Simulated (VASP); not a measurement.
# Nd3H (Pm-3n) in VASP: further runs

The runs below take Nd3H through single point, with PBE.

Everything below comes from runs of VASP 6.6.1. Logs are shortened: lines on timing, memory, paths and dates and some standing lists are left out, and cuts for length are marked.

## 1. The cell of the first run

It takes space group Pm-3n (No. 223, cubic). The conventional cell has a = 5.636 Å, b = 5.636 Å, c = 5.636 Å, α = 90.00°, β = 90.00°, γ = 90.00°. Within 3.7 Å of Nd (site symmetry -4m2) lie 10 Nd at 2.82 to 3.45 Å and 4 H at 3.15 Å. H (site symmetry m-3) has 12 Nd at 3.15 Å within 4.1 Å.

The cell was built from a structure type or drawn by symmetry, and may not be a known phase.

## 2. Single point, PBE

Input file INCAR:

```
PREC = Accurate
ENCUT = 500
EDIFF = 1E-6
ISMEAR = 0
SIGMA = 0.1
LREAL = False
LASPH = True
NELM = 200
ALGO = Normal
ISIF = 2
LWAVE = False
LCHARG = False
GGA = PE
NBANDS = 44
GGA_COMPAT = False
LMAXMIX = 6
```

Input file KPOINTS:

```
regular mesh
0
Gamma
  4 4 4
```

Input file POSCAR:

```
Nd3H
1.0
    5.6360055100      0.0000000000      0.0000000000
    0.0000000000      5.6360055100      0.0000000000
    0.0000000000      0.0000000000      5.6360055100
Nd H
6 2
Direct
    0.2500000000      0.0000000000      0.5000000000
    0.5000000000      0.7500000000      0.0000000000
    0.7500000000      0.0000000000      0.5000000000
    0.5000000000      0.2500000000      0.0000000000
    0.0000000000      0.5000000000      0.7500000000
    0.0000000000      0.5000000000      0.2500000000
    0.0000000000      0.0000000000      0.0000000000
    0.5000000000      0.5000000000      0.5000000000
```

Potentials or basis: VASP PAW PBE potentials, release 64 (Nd_3, H), 4f in core.

Command:

```console
cat potpaw_PBE.64/Nd_3/POTCAR potpaw_PBE.64/H/POTCAR > POTCAR
mpirun -np 1 vasp_std > vasp.out
```

OUTCAR:

```text
PREC = Accurate
   ENCUT = 500
   EDIFF = 1E-6
   ISMEAR = 0
   LREAL = False
   LASPH = True
   NELM = 200
   ISIF = 2
   GGA = PE

 ion  position               nearest neighbor table
   1  0.250  0.000  0.500-   3 2.82   3 2.82   6 3.45   5 3.45   6 3.45   5 3.45   4 3.45   2 3.45
                             4 3.45   2 3.45
   2  0.500  0.750  0.000-   4 2.82   4 2.82   6 3.45   5 3.45   5 3.45   6 3.45   3 3.45   3 3.45
                             1 3.45   1 3.45
   3  0.750  0.000  0.500-   1 2.82   1 2.82   6 3.45   5 3.45   6 3.45   5 3.45   4 3.45   2 3.45
                             4 3.45   2 3.45
   4  0.500  0.250  0.000-   2 2.82   2 2.82   6 3.45   5 3.45   5 3.45   6 3.45   3 3.45   1 3.45
                             3 3.45   1 3.45
   5  0.000  0.500  0.750-   6 2.82   6 2.82   3 3.45   4 3.45   1 3.45   2 3.45   1 3.45   3 3.45
                             2 3.45   4 3.45
   6  0.000  0.500  0.250-   5 2.82   5 2.82   3 3.45   4 3.45   1 3.45   2 3.45   1 3.45   3 3.45
                             2 3.45   4 3.45
   7  0.000  0.000  0.000-
   8  0.500  0.500  0.500-

  LATTYP: Found a simple cubic cell.
 ALAT       =     5.6360055100

  Lattice vectors:

 A1 = (   5.6360055100,   0.0000000000,   0.0000000000)
 A2 = (   0.0000000000,   5.6360055100,   0.0000000000)
 A3 = (   0.0000000000,   0.0000000000,   5.6360055100)

Analysis of symmetry for initial positions (statically):
=====================================================================
 Subroutine PRICEL returns:
 Original cell was already a primitive cell.

 Routine SETGRP: Setting up the symmetry group for a
 simple cubic supercell.

 Subroutine GETGRP returns: Found 48 space group operations
 (whereof 24 operations were pure point group operations)
 out of a pool of 48 trial point group operations.

The static configuration has the point symmetry T_h .
 The point group associated with its full space group is O_h .

Analysis of symmetry for dynamics (positions and initial velocities):
=====================================================================
 Subroutine PRICEL returns:
 Original cell was already a primitive cell.

 Routine SETGRP: Setting up the symmetry group for a
 simple cubic supercell.

 Subroutine GETGRP returns: Found 48 space group operations
 (whereof 24 operations were pure point group operations)
 out of a pool of 48 trial point group operations.

The dynamic configuration has the point symmetry T_h .
 The point group associated with its full space group is O_h .

 Subroutine INISYM returns: Found 48 space group operations
 (whereof 24 operations are pure point group operations),
 and found     1 'primitive' translations

----------------------------------------------------------------------------------------

                                     Primitive cell

  volume of cell :     179.0252

  direct lattice vectors                    reciprocal lattice vectors
     5.636005510  0.000000000  0.000000000     0.177430629  0.000000000  0.000000000
     0.000000000  5.636005510  0.000000000     0.000000000  0.177430629  0.000000000
     0.000000000  0.000000000  5.636005510     0.000000000  0.000000000  0.177430629

  length of vectors
     5.636005510  5.636005510  5.636005510     0.177430629  0.177430629  0.177430629

  position of ions in fractional coordinates (direct lattice)
     0.250000000  0.000000000  0.500000000
     0.500000000  0.750000000  0.000000000
     0.750000000  0.000000000  0.500000000
     0.500000000  0.250000000  0.000000000
     0.000000000  0.500000000  0.750000000
     0.000000000  0.500000000  0.250000000
     0.000000000  0.000000000  0.000000000
     0.500000000  0.500000000  0.500000000

  ion indices of the primitive-cell ions
   primitive index   ion index
                 1           1
                 2           2
                 3           3
                 4           4
                 5           5
                 6           6
                 7           7
                 8           8

----------------------------------------------------------------------------------------

 KPOINTS: regular mesh

Automatic generation of k-mesh.
 Grid dimensions read from file:
 generate k-points for:    4    4    4

 Generating k-lattice:

  Cartesian coordinates                     Fractional coordinates (reciprocal lattice)
     0.044357657  0.000000000  0.000000000     0.250000000  0.000000000  0.000000000
     0.000000000  0.044357657  0.000000000     0.000000000  0.250000000  0.000000000
     0.000000000  0.000000000  0.044357657     0.000000000  0.000000000  0.250000000

  Length of vectors
     0.044357657  0.044357657  0.044357657

  Shift w.r.t. Gamma in fractional coordinates (k-lattice)
     0.000000000  0.000000000  0.000000000

 Subroutine IBZKPT returns following result:
 ===========================================

 Found     10 irreducible k-points:

 Following reciprocal coordinates:
            Coordinates               Weight
  0.000000  0.000000  0.000000      1.000000
  0.250000  0.000000  0.000000      6.000000
  0.500000  0.000000  0.000000      3.000000
  0.250000  0.250000  0.000000     12.000000
  0.500000  0.250000  0.000000     12.000000
  0.500000  0.500000  0.000000      3.000000
  0.250000  0.250000  0.250000      8.000000
  0.500000  0.250000  0.250000     12.000000
  0.500000  0.500000  0.250000      6.000000
  0.500000  0.500000  0.500000      1.000000
   k-points           NKPTS =     10   k-points in BZ     NKDIM =     10   number of bands    NBANDS=     44
   number of dos      NEDOS =    301   number of ions     NIONS =      8
   total plane-waves  NPLWV =  74088
   dimension x,y,z NGX =    42 NGY =   42 NGZ =   42
   dimension x,y,z NGXF=    84 NGYF=   84 NGZF=   84
   ions per type =               6   2
   NGX,Y,Z   is equivalent  to a cutoff of  12.39, 12.39, 12.39 a.u.
   NGXF,Y,Z  is equivalent  to a cutoff of  24.78, 24.78, 24.78 a.u.
 SYSTEM =  unknown system
   PREC   = accura    normal or accurate (medium, high low for compatibility)
   ISTART =      0    job   : 0-new  1-cont  2-samecut
   ICHARG =      2    charge: 1-file 2-atom 10-const
   ISPIN  =      1    spin polarized calculation?
   LNONCOLLINEAR =      F non collinear calculations
   LSORBIT =      F    spin-orbit coupling
   LASPH  =      T    aspherical Exc in radial PAW
   ENCUT  =  500.0 eV  36.75 Ry    6.06 a.u.  10.28 10.28 10.28*2*pi/ulx,y,z
   NELM   =    200;   NELMIN=  2; NELMDL= -5     # of ELM steps
   EDIFF  = 0.1E-05   stopping-criterion for ELM
   LREAL  =      F    real-space projection
   EDIFFG = 0.1E-04   stopping-criterion for IOM
   NSW    =      0    number of steps for IOM
   IBRION =     -1    ionic relax: 0-MD 1-quasi-New 2-CG
   NFREE  =      0    steps in history (QN), initial steepest desc. (CG)
   ISIF   =      2    stress and relaxation
   ISYM   =      2    0-nonsym 1-usesym 2-fastsym
   POTIM  = 0.5000    time-step for ionic-motion
   TEBEG  =    0.0;   TEEND  =   0.0 temperature during run
   PSTRESS=    0.0 pullay stress
   NELECT =      68.0000    total number of electrons
   NUPDOWN=      -1.0000    fix difference up-down
   EMIN   =  10.00;   EMAX   =-10.00  energy-range for DOS
   EFERMI =   0.00;   METHOD = LEGACY
   ISMEAR =     0;   SIGMA  =   0.10  broadening in eV -4-tet -1-fermi 0-gaus
   EFERMI_NEDOS =   21; number of points for ismear=-14 and -15
   IALGO  =     38    algorithm
   IMIX   =      4    mixing-type and parameters
     AMIX     =   0.40;   BMIX     =  1.00
     AMIX_MAG =   1.60;   BMIX_MAG =  1.00
  volume/ion in A,a.u.               =      22.38       151.02
  Fermi-wavevector in a.u.,A,eV,Ry     =   1.185604  2.240467 19.125129  1.405657
  Thomas-Fermi vector in A             =   2.321794
   LORBIT       =      0    0 simple, 1 ext, 2 COOP (PROOUT), +10 PAW based schemes
   GGA     = PE    functional components
   LHFCALC =     F    Hartree Fock is set to
   AEXX    =    0.0000 exact exchange contribution
   IVDW    =     0    specifies the selected vdW correction
   LEPSILON=     F    determine dielectric tensor
   LRPA    =     F    only Hartree local field effects (RPA)
 non-spin polarized calculation
 Gauss-broadening in eV      SIGMA  =   0.10
  energy-cutoff  :      500.00
  volume of cell :      179.03
 maximum number of plane-waves:      4632
 NGX is ok and might be reduce to    42
   NGX = 21   NGY = 21   NGZ = 21

 number of electron      67.9999995 magnetization

 Free energy of the ion-electron system (eV)
  ---------------------------------------------------
  ext. energy  EPLUGINS =         0.00000000
  ---------------------------------------------------
  free energy    TOTEN  =       -28.58822352 eV

  energy without entropy =      -28.55882380  energy(sigma->0) =      -28.57352366

 E-fermi :   4.3637     XC(G=0): -10.4414

 val. band max:        4.2550288996   @ k =   0.5000   0.2500   0.2500
 cond. band min:       4.4093956451   @ k =   0.2500   0.2500   0.2500
 fundamental gap:      0.1543667454
 Fermi energy:         4.3637470332

 k-point     1 :       0.0000    0.0000    0.0000
  band No.  band energies     occupation
      1     -33.6966      2.00000
      2     -33.4426      2.00000
      3     -33.4426      2.00000
      4     -32.8617      2.00000
      5     -32.8617      2.00000
      6     -32.8617      2.00000
[... 36 lines left out ...]
     43       6.2276      0.00000
     44       6.2276      0.00000

 k-point     2 :       0.2500    0.0000    0.0000
  band No.  band energies     occupation
      1     -33.6470      2.00000
      2     -33.4725      2.00000
      3     -33.3772      2.00000
      4     -32.9621      2.00000
      5     -32.8616      2.00000
      6     -32.8616      2.00000
[... 368 lines left out ...]
 k-point    10 :       0.5000    0.5000    0.5000
  band No.  band energies     occupation
      1     -33.2098      2.00000
      2     -33.2098      2.00000
      3     -33.2098      2.00000
      4     -33.2098      2.00000
      5     -33.2098      2.00000
      6     -33.2098      2.00000
[... 36 lines left out ...]
     43       7.6533      0.00000
     44       7.6533      0.00000

------------------------ aborting loop because EDIFF is reached ----------------------------------------

  FORCE on cell =-STRESS in cart. coord.  units (eV):
  Direction    XX          YY          ZZ          XY          YZ          ZX
  --------------------------------------------------------------------------------------
  -------------------------------------------------------------------------------------
  Total       12.7607112     12.7607112     12.7607112      0.0000000      0.0000000     -0.0000000
  in kB      114.2013495    114.2013495    114.2013495      0.0000000      0.0000000     -0.0000000
  external PRESSURE =     114.2013495 kB  Pullay stress =       0.0000000 kB

 VOLUME and BASIS-vectors are now :
 -----------------------------------------------------------------------------
  energy-cutoff  :      500.00
  volume of cell :      179.03
      direct lattice vectors                 reciprocal lattice vectors
     5.636005510  0.000000000  0.000000000     0.177430629  0.000000000  0.000000000
     0.000000000  5.636005510  0.000000000     0.000000000  0.177430629  0.000000000
     0.000000000  0.000000000  5.636005510     0.000000000  0.000000000  0.177430629

 POSITION                                       TOTAL-FORCE (eV/Angst)
 -----------------------------------------------------------------------------------
      1.40900      0.00000      2.81800         0.000000     -0.000000     -0.000000
      2.81800      4.22700      0.00000         0.000000     -0.000000     -0.000000
      4.22700      0.00000      2.81800        -0.000000      0.000000     -0.000000
      2.81800      1.40900      0.00000         0.000000      0.000000      0.000000
      0.00000      2.81800      4.22700        -0.000000      0.000000     -0.000000
      0.00000      2.81800      1.40900        -0.000000      0.000000      0.000000
      0.00000      0.00000      0.00000        -0.000000      0.000000     -0.000000
      2.81800      2.81800      2.81800        -0.000000      0.000000     -0.000000
 -----------------------------------------------------------------------------------
    total drift:                                0.000000      0.000000     -0.000000

  FREE ENERGIE OF THE ION-ELECTRON SYSTEM (eV)
  ---------------------------------------------------
  free  energy   TOTEN  =       -28.5882235159 eV

  energy  without entropy=      -28.5588237962  energy(sigma->0) =      -28.57352366
```

Wall time 43 s (1 thread of Intel Xeon Platinum 8559C (Emerald Rapids), shared host); peak memory 0.27 GiB.

Results:

```yaml
Free_energy: -28.5882 eV
Pressure: 11.4 GPa
Band_gap_on_the_k_mesh: zero (bands 34 and 35 overlap by 0.79 eV)
```

Levels at points of the mesh, in eV from the Fermi level:
| k point | band 30 | band 31 | band 32 | band 33 | band 34 | band 35 | band 36 | band 37 | band 38 | band 39 |
| --- | --- | --- | --- | --- | --- | --- | --- | --- | --- | --- |
| (0.00, 0.00, 0.00) | -1.12 | -1.12 | -0.94 | -0.54 | -0.54 | -0.54 | -0.51 | 0.97 | 0.97 | 0.97 |
| (0.50, 0.00, 0.00) | -1.38 | -0.63 | -0.63 | -0.39 | -0.39 | 0.31 | 0.31 | 0.41 | 0.41 | 0.62 |
| (0.50, 0.50, 0.00) | -1.23 | -1.18 | -0.70 | -0.22 | -0.17 | 0.64 | 1.12 | 1.19 | 1.19 | 1.45 |
| (0.50, 0.50, 0.50) | -0.54 | -0.54 | -0.54 | -0.16 | -0.16 | -0.16 | -0.16 | -0.16 | -0.16 | 1.57 |

Caveat: the cell stands under pressure; spin-orbit coupling is left out, which moves the levels of the heavy elements; the 4f electrons are frozen in the core, so they carry no moment and show no levels. Spin polarisation is off, so any magnetic state and its effect on volume and gap are missing.

## 3. Single point, PBE

This run uses another cell than the first one, of 29.07 Å³/atom.

Input file INCAR:

```
SYSTEM = Nd3H
  ALGO = Normal
  EDIFF = 1E-6
  ENCUT = 500
  GGA = PE
  GGA_COMPAT = .FALSE.
  ISIF = 2
  ISMEAR = 0
  LASPH = .TRUE.
  LCHARG = .FALSE.
  LMAXMIX = 6
  LREAL = .FALSE.
  LWAVE = .FALSE.
  NBANDS = 44
  NELM = 200
  PREC = Accurate
  SIGMA = 0.1
```

Input file KPOINTS:

```
k-points
0
G
  4 4 4
  0 0 0
```

POSCAR: that of step 2 with these lines changed.

```diff
@@ -2,5 +2,5 @@
 1.0
-    5.6360055100      0.0000000000      0.0000000000
-    0.0000000000      5.6360055100      0.0000000000
-    0.0000000000      0.0000000000      5.6360055100
+    6.1495579448      0.0000000000      0.0000000000
+    0.0000000000      6.1495579448      0.0000000000
+    0.0000000000      0.0000000000      6.1495579448
 Nd H
```

Potentials or basis: VASP PAW PBE potentials, release 64 (Nd_3, H), 4f in core.

Command:

```console
cat potpaw_PBE.64/Nd_3/POTCAR potpaw_PBE.64/H/POTCAR > POTCAR
mpirun -np 1 vasp_std > vasp.out
```

Run time: 56 s. Hardware: 1 thread of Intel Xeon Platinum 8559C (Emerald Rapids), shared host; peak memory 0.35 GiB.

It converged, with:

```
Free energy            : -30.2477 eV
Pressure               : 0.4 GPa
Band gap on the k mesh : zero (bands 34 and 35 overlap by 0.46 eV)
```

Levels at points of the mesh, in eV from the Fermi level:
```
           k point  band 32  band 33  band 34  band 35  band 36  band 37
(0.00, 0.00, 0.00)    -0.93    -0.22    -0.22    -0.22    -0.14     0.54
(0.50, 0.00, 0.00)    -0.48    -0.38    -0.38     0.29     0.29     0.41
(0.50, 0.50, 0.00)    -0.34    -0.22    -0.12     0.62     0.63     0.80
(0.50, 0.50, 0.50)    -0.78     0.10     0.10     0.10     0.10     0.10
```

Caveat: spin-orbit coupling is left out, which moves the levels of the heavy elements; the 4f electrons are frozen in the core, so they carry no moment and show no levels. Spin polarisation is off, so any magnetic state and its effect on volume and gap are missing.
